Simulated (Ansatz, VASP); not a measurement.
# One calculation of AlN, two programs

```xyz
2
Lattice="0.0000 1.9690 1.9690 1.9690 0.0000 1.9690 1.9690 1.9690 0.0000" Properties=species:S:1:pos:R:3 pbc="T T T"
Al    0.0000    0.0000    0.0000
N     1.9690    1.9690    1.9690
```

Alike in both runs: task relaxation of the atoms; functional PBE; k mesh 12 × 12 × 12; occupations fermi-dirac, width 0.02 eV; no spin polarisation.

|  | VASP | Ansatz |
| --- | --- | --- |
| version | VASP 6.6.1 | Ansatz 0.2.0 |
| potentials or method | VASP PAW PBE potentials, release 64 (Al, N) | plane-wave PAW, scalar-relativistic |
| plane-wave cutoff (eV) | 520 | 420 |
| valence electrons in the cell | 8 | 8 |

```csv
,VASP,Ansatz,Ansatz less VASP
"gap on the k mesh at the Fermi level, each at its own relaxed structure (eV)",5.16,5.14,-0.014
```

Ansatz's warnings: stress scf threshold loose.

Noted on VASP's run: the relaxation stopped at its first step, so nothing moved.
